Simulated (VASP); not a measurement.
# Tl (I4/mmm) in VASP: a series of runs

Runs on Tl. Level: PBE+D3(BJ). Tasks: single point.

Everything below comes from runs of VASP 6.6.1. Logs are shortened: lines on timing, memory, paths and dates and some standing lists are left out, and cuts for length are marked.

**1. The cell of the first run**

Symmetry: I4/mmm, No. 139, tetragonal system. Conventional cell: a = 3.882 Å, b = 3.882 Å, c = 3.688 Å, α = 90.00°, β = 90.00°, γ = 90.00°. Within 4.3 Å of Tl (site symmetry 4/mmm) lie 14 Tl at 3.31 to 3.88 Å.

**2. Single point, PBE+D3(BJ) (strain +0.000 along x and y, -0.050 along z)**

INCAR reads:

```
  PREC = Accurate
  ENCUT = 520
  EDIFF = 1E-7
  ISMEAR = 0
  SIGMA = 0.15
  LREAL = False
  LASPH = True
  NELM = 100
  ALGO = Fast
  ISIF = 2
  LWAVE = False
  LCHARG = False
  GGA = PE
  IVDW = 12
  NBANDS = 12
```

KPOINTS reads:

```
regular mesh
0
Gamma
  18 18 18
```

POSCAR reads:

```
Tl
1.0
   -1.9410000000      1.9410000000      1.8439500000
    1.9410000000     -1.9410000000      1.8439500000
    1.9410000000      1.9410000000     -1.8439500000
Tl
1
Direct
    0.0000000000      0.0000000000      0.0000000000
```

Potentials or basis: VASP PAW PBE potentials, release 64 (Tl_d).

Launch:

```sh
> cat potpaw_PBE.64/Tl_d/POTCAR > POTCAR
> mpirun -np 1 vasp_std > vasp.out
```

OUTCAR:

```text
PREC = Accurate
   ENCUT = 520
   EDIFF = 1E-7
   ISMEAR = 0
   LREAL = False
   LASPH = True
   NELM = 100
   ISIF = 2
   GGA = PE
   IVDW = 12
 IVDW          = 12

 ion  position               nearest neighbor table
   1  0.000  0.000  0.000-

  LATTYP: Found a body centered tetragonal cell.
 ALAT       =     3.8820000000
 C/A-ratio  =     0.9500000000

  Lattice vectors:

 A1 = (  -1.9410000000,   1.9410000000,   1.8439500000)
 A2 = (   1.9410000000,  -1.9410000000,   1.8439500000)
 A3 = (   1.9410000000,   1.9410000000,  -1.8439500000)

Analysis of symmetry for initial positions (statically):
=====================================================================
 Subroutine PRICEL returns:
 Original cell was already a primitive cell.

 Routine SETGRP: Setting up the symmetry group for a
 body centered tetragonal supercell.

 Subroutine GETGRP returns: Found 16 space group operations
 (whereof 16 operations were pure point group operations)
 out of a pool of 16 trial point group operations.

The static configuration has the point symmetry D_4h.

Analysis of symmetry for dynamics (positions and initial velocities):
=====================================================================
 Subroutine PRICEL returns:
 Original cell was already a primitive cell.

 Routine SETGRP: Setting up the symmetry group for a
 body centered tetragonal supercell.

 Subroutine GETGRP returns: Found 16 space group operations
 (whereof 16 operations were pure point group operations)
 out of a pool of 16 trial point group operations.

The dynamic configuration has the point symmetry D_4h.

 Subroutine INISYM returns: Found 16 space group operations
 (whereof 16 operations are pure point group operations),
 and found     1 'primitive' translations

----------------------------------------------------------------------------------------

                                     Primitive cell

  volume of cell :      27.7882

  direct lattice vectors                    reciprocal lattice vectors
    -1.941000000  1.941000000  1.843950000     0.000000000  0.257599176  0.271157027
     1.941000000 -1.941000000  1.843950000     0.257599176  0.000000000  0.271157027
     1.941000000  1.941000000 -1.843950000     0.257599176  0.257599176  0.000000000

  length of vectors
     3.306828330  3.306828330  3.306828330     0.374009985  0.374009985  0.364300248

  position of ions in fractional coordinates (direct lattice)
     0.000000000  0.000000000  0.000000000

  ion indices of the primitive-cell ions
   primitive index   ion index
                 1           1

----------------------------------------------------------------------------------------

 KPOINTS: regular mesh

Automatic generation of k-mesh.
 Grid dimensions read from file:
 generate k-points for:   18   18   18

 Generating k-lattice:

  Cartesian coordinates                     Fractional coordinates (reciprocal lattice)
     0.000000000  0.014311065  0.015064279     0.055555556 -0.000000000  0.000000000
     0.014311065  0.000000000  0.015064279    -0.000000000  0.055555556  0.000000000
     0.014311065  0.014311065  0.000000000     0.000000000  0.000000000  0.055555556

  Length of vectors
     0.020778332  0.020778332  0.020238903

  Shift w.r.t. Gamma in fractional coordinates (k-lattice)
     0.000000000  0.000000000  0.000000000

 Subroutine IBZKPT returns following result:
 ===========================================

 Found    480 irreducible k-points:

 Following reciprocal coordinates:
            Coordinates               Weight
  0.000000  0.000000  0.000000      1.000000
  0.055556  0.000000 -0.000000      8.000000
  0.111111  0.000000 -0.000000      8.000000
  0.166667  0.000000 -0.000000      8.000000
  0.222222  0.000000  0.000000      8.000000
  0.277778  0.000000  0.000000      8.000000
[... 16 lines left out ...]
 -0.277778  0.055556  0.000000     16.000000
 -0.222222  0.055556  0.000000     16.000000
 [... further k-points ...]
   k-points           NKPTS =    480   k-points in BZ     NKDIM =    480   number of bands    NBANDS=     12
   number of dos      NEDOS =    301   number of ions     NIONS =      1
   total plane-waves  NPLWV =  21952
   dimension x,y,z NGX =    28 NGY =   28 NGZ =   28
   dimension x,y,z NGXF=    56 NGYF=   56 NGZF=   56
   ions per type =               1
   NGX,Y,Z   is equivalent  to a cutoff of  14.08, 14.08, 14.08 a.u.
   NGXF,Y,Z  is equivalent  to a cutoff of  28.15, 28.15, 28.15 a.u.
 SYSTEM =  unknown system
   PREC   = accura    normal or accurate (medium, high low for compatibility)
   ISTART =      0    job   : 0-new  1-cont  2-samecut
   ICHARG =      2    charge: 1-file 2-atom 10-const
   ISPIN  =      1    spin polarized calculation?
   LNONCOLLINEAR =      F non collinear calculations
   LSORBIT =      F    spin-orbit coupling
   LASPH  =      T    aspherical Exc in radial PAW
   ENCUT  =  520.0 eV  38.22 Ry    6.18 a.u.   6.15  6.15  6.15*2*pi/ulx,y,z
   NELM   =    100;   NELMIN=  2; NELMDL= -5     # of ELM steps
   EDIFF  = 0.1E-06   stopping-criterion for ELM
   LREAL  =      F    real-space projection
   EDIFFG = 0.1E-05   stopping-criterion for IOM
   NSW    =      0    number of steps for IOM
   IBRION =     -1    ionic relax: 0-MD 1-quasi-New 2-CG
   NFREE  =      0    steps in history (QN), initial steepest desc. (CG)
   ISIF   =      2    stress and relaxation
   ISYM   =      2    0-nonsym 1-usesym 2-fastsym
   POTIM  = 0.5000    time-step for ionic-motion
   TEBEG  =    0.0;   TEEND  =   0.0 temperature during run
   PSTRESS=    0.0 pullay stress
   NELECT =      13.0000    total number of electrons
   NUPDOWN=      -1.0000    fix difference up-down
   EMIN   =  10.00;   EMAX   =-10.00  energy-range for DOS
   EFERMI =   0.00;   METHOD = LEGACY
   ISMEAR =     0;   SIGMA  =   0.15  broadening in eV -4-tet -1-fermi 0-gaus
   EFERMI_NEDOS =   21; number of points for ismear=-14 and -15
   IALGO  =     68    algorithm
   IMIX   =      4    mixing-type and parameters
     AMIX     =   0.40;   BMIX     =  1.00
     AMIX_MAG =   1.60;   BMIX_MAG =  1.00
  volume/ion in A,a.u.               =      27.79       187.52
  Fermi-wavevector in a.u.,A,eV,Ry     =   1.270874  2.401604 21.975057  1.615121
  Thomas-Fermi vector in A             =   2.403838
   LORBIT       =      0    0 simple, 1 ext, 2 COOP (PROOUT), +10 PAW based schemes
   GGA     = PE    functional components
   LHFCALC =     F    Hartree Fock is set to
   AEXX    =    0.0000 exact exchange contribution
   IVDW    =    12    specifies the selected vdW correction
   LEPSILON=     F    determine dielectric tensor
   LRPA    =     F    only Hartree local field effects (RPA)
 non-spin polarized calculation
 RMM-DIIS sequential band-by-band and
 Gauss-broadening in eV      SIGMA  =   0.15
  energy-cutoff  :      520.00
  volume of cell :       27.79
 maximum number of plane-waves:       763
 NGX is ok and might be reduce to    28
   NGX = 13   NGY = 13   NGZ = 13

 number of electron      13.0000002 magnetization

 Free energy of the ion-electron system (eV)
  ---------------------------------------------------
  ext. energy  EPLUGINS =         0.00000000
  ---------------------------------------------------
  free energy    TOTEN  =        -2.17914946 eV

  energy without entropy =       -2.17543358  energy(sigma->0) =       -2.17729152

 E-fermi :   6.9188     XC(G=0): -10.3370

 val. band max:        6.9184004007   @ k =  -0.3333   0.5000   0.2222
 cond. band min:       6.9230676707   @ k =  -0.3333   0.3889   0.0556
 fundamental gap:      0.0046672700
 Fermi energy:         6.9187603549

 k-point     1 :       0.0000    0.0000    0.0000
  band No.  band energies     occupation
      1      -4.8875      2.00000
      2      -4.8119      2.00000
      3      -4.8119      2.00000
      4      -4.4239      2.00000
      5      -4.3476      2.00000
      6      -3.3596      2.00000
      7      17.7188      0.00000
      8      17.7188      0.00000
      9      18.4016      0.00000
     10      19.2736      0.00000
     11      19.2736      0.00000
     12      19.7612      0.00000

 k-point     2 :       0.0556    0.0000   -0.0000
  band No.  band energies     occupation
      1      -4.8813      2.00000
      2      -4.8084      2.00000
      3      -4.8032      2.00000
      4      -4.4233      2.00000
      5      -4.3534      2.00000
      6      -3.2864      2.00000
      7      17.2366      0.00000
      8      17.4623      0.00000
      9      17.8930      0.00000
     10      19.0347      0.00000
     11      19.1877      0.00000
     12      19.6280      0.00000

 k-point     3 :       0.1111    0.0000   -0.0000
  band No.  band energies     occupation
      1      -4.8841      2.00000
      2      -4.8030      2.00000
      3      -4.7568      2.00000
      4      -4.4223      2.00000
      5      -4.3683      2.00000
      6      -3.0630      2.00000
      7      15.6285      0.00000
      8      16.8045      0.00000
      9      17.1539      0.00000
     10      18.5988      0.00000
     11      19.0012      0.00000
     12      19.7169      0.00000
[... 286 lines left out ...]
 k-point    23 :      -0.2778    0.0556    0.0000
  band No.  band energies     occupation
      1      -4.9495      2.00000
      2      -4.8445      2.00000
      3      -4.4819      2.00000
      4      -4.4335      2.00000
      5      -4.3878      2.00000
      6      -1.7749      2.00000
      7      10.7368      0.00000
      8      14.0243      0.00000
      9      15.2453      0.00000
     10      17.9118      0.00000
     11      19.1440      0.00000
     12      20.9873      0.00000

 k-point    24 :      -0.2222    0.0556    0.0000
  band No.  band energies     occupation
      1      -4.9153      2.00000
      2      -4.8150      2.00000
      3      -4.6013      2.00000
      4      -4.4420      2.00000
      5      -4.3821      2.00000
      6      -2.3893      2.00000
      7      12.6299      0.00000
      8      14.8208      0.00000
      9      15.9718      0.00000
     10      18.1997      0.00000
     11      19.3802      0.00000
     12      20.3357      0.00000

 [... further k-points ...]

------------------------ aborting loop because EDIFF is reached ----------------------------------------

 Edisp (eV)   -0.35262

 E8    (eV) :    -0.1843

  FORCE on cell =-STRESS in cart. coord.  units (eV):
  Direction    XX          YY          ZZ          XY          YZ          ZX
  --------------------------------------------------------------------------------------
  -------------------------------------------------------------------------------------
  Total       0.37326     0.37326     0.46278     0.00000    -0.00000     0.00000
  in kB      21.52090    21.52090    26.68243     0.00000    -0.00000     0.00000
  external pressure =       23.24 kB  Pullay stress =        0.00 kB

 VOLUME and BASIS-vectors are now :
 -----------------------------------------------------------------------------
  energy-cutoff  :      520.00
  volume of cell :       27.79
      direct lattice vectors                 reciprocal lattice vectors
    -1.941000000  1.941000000  1.843950000     0.000000000  0.257599176  0.271157027
     1.941000000 -1.941000000  1.843950000     0.257599176  0.000000000  0.271157027
     1.941000000  1.941000000 -1.843950000     0.257599176  0.257599176  0.000000000

 POSITION                                       TOTAL-FORCE (eV/Angst)
 -----------------------------------------------------------------------------------
      0.00000      0.00000      0.00000         0.000000      0.000000     -0.000000
 -----------------------------------------------------------------------------------
    total drift:                                0.000000      0.000000      0.000000

  FREE ENERGIE OF THE ION-ELECTRON SYSTEM (eV)
  ---------------------------------------------------
  free  energy   TOTEN  =        -2.5317695048 eV

  energy  without entropy=       -2.5280536225  energy(sigma->0) =       -2.52991156
```

It took 86 s on 1 thread of AMD EPYC 9R45 (Zen 5), shared host; peak memory 0.25 GiB.

Results:

```
Free energy                : -2.5318 eV
Pressure                   : 2.3 GPa
Band gap on the k mesh     : zero (an odd number of electrons rules out a gap without spin polarisation)
Dispersion energy per atom : -0.353 eV
```

Caveat: the cell differs from its parent crystal (strain +0.000 along x and y, -0.050 along z); spin-orbit coupling is left out, which moves the levels of the heavy elements.

**3. Single point, PBE+D3(BJ) (strain -0.025 along x and y, +0.000 along z)**

INCAR reads:

```
PREC = Accurate
ENCUT = 520
EDIFF = 1E-6
ISMEAR = 0
SIGMA = 0.15
LREAL = False
LASPH = True
NELM = 80
ALGO = Fast
ISIF = 2
LWAVE = False
LCHARG = False
GGA = PE
IVDW = 12
NBANDS = 12
```

KPOINTS is that of step 2.

POSCAR reads:

```
Tl
1.0
   -1.8924750000      1.8924750000      1.9410000000
    1.8924750000     -1.8924750000      1.9410000000
    1.8924750000      1.8924750000     -1.9410000000
Tl
1
Direct
    0.0000000000      0.0000000000      0.0000000000
```

Potentials or basis: VASP PAW PBE potentials, release 64 (Tl_d).

Launch:

```sh
> cat potpaw_PBE.64/Tl_d/POTCAR > POTCAR
> mpirun -np 1 vasp_std > vasp.out
```

Wall time 79 s (1 thread of AMD EPYC 9R45 (Zen 5), shared host); peak memory 0.26 GiB.

The run converged. Its results:

```yaml
Free_energy: -2.5329 eV
Pressure: 2.3 GPa
Band_gap_on_the_k_mesh: zero (an odd number of electrons rules out a gap without spin polarisation)
Dispersion_energy_per_atom: -0.352 eV
```

Stress tensor (GPa, compression positive):
```
2.40 0.00 0.00
0.00 2.40 0.00
0.00 0.00 2.01
```

Levels at points of the mesh, in eV from the Fermi level:
```csv
k point,band 4,band 5,band 6,band 7,band 8,band 9
"(0.00, 0.00, 0.00)",-11.31,-11.28,-10.27,10.97,11.16,11.16
"(0.50, 0.00, 0.00)",-11.29,-10.99,-5.07,-2.90,6.06,7.38
"(0.50, 0.50, 0.00)",-11.28,-10.98,-4.92,-2.82,5.71,6.95
"(0.50, 0.50, 0.50)",-11.06,-11.06,-1.45,1.08,1.58,1.58
```

Caveat: the cell differs from its parent crystal (strain -0.025 along x and y, +0.000 along z); spin-orbit coupling is left out, which moves the levels of the heavy elements.

(Continued in part 2 of 2.)

The gap in the log of VASP goes by the Fermi energy; the results here count the filled bands.